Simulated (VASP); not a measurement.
The system is Cs3Ti.

```
Cs Ti
1.0
     5.28343    0.00000    0.00000
     0.00000    5.28343    0.00000
     0.00000    0.00000    5.28343
Cs Ti
3 1
Direct
  0.00000 0.50000 0.50000
  0.50000 0.00000 0.50000
  0.50000 0.50000 0.00000
  0.00000 0.00000 0.00000
```

* Program: VASP 6.6.1
* Task: relaxation of cell and atoms
* Functional: PBE
* Potentials or basis: VASP PAW PBE potentials, release 64 (Cs_sv, Ti_sv)
* Cutoff: 500 eV
* k mesh: 4 × 4 × 4
* Occupations: gaussian, width 0.1 eV
* Spin: no spin polarisation

At the start: pressure 5.0 GPa; volume 36.87 Å³/atom.

Q: How do energy, volume and symmetry change on relaxing?

A: Over 5 steps the energy falls by 299.8 meV/atom and the volume is 66.15 Å³/atom (+79.4 %); space group Pm-3m (No. 221, to 0.1 Å) before and after.

Step by step:
| step | energy change (eV) | largest force (eV/Å) | pressure (GPa) | volume (Å³) |
| --- | --- | --- | --- | --- |
| 1 | 0.0000 | 0.0000 | 5.00 | 147.48 |
| 2 | -0.6153 | 0.0000 | 2.80 | 173.43 |
| 3 | -1.1477 | 0.0000 | 0.54 | 231.79 |
| 4 | -1.1947 | 0.0000 | 0.13 | 254.90 |
| 5 | -1.1993 | 0.0000 | 0.00 | 264.60 |

Final structure:
```
Cs Ti
1.0
     6.41993    0.00000    0.00000
     0.00000    6.41993    0.00000
     0.00000    0.00000    6.41993
Cs Ti
3 1
Cartesian
  0.0000 3.2100 3.2100
  3.2100 0.0000 3.2100
  3.2100 3.2100 0.0000
  0.0000 0.0000 0.0000
```

Caveat: the volume moved by over 15 % at a fixed basis, so the end points are rough; the highest band is partly filled, so the run has too few bands.
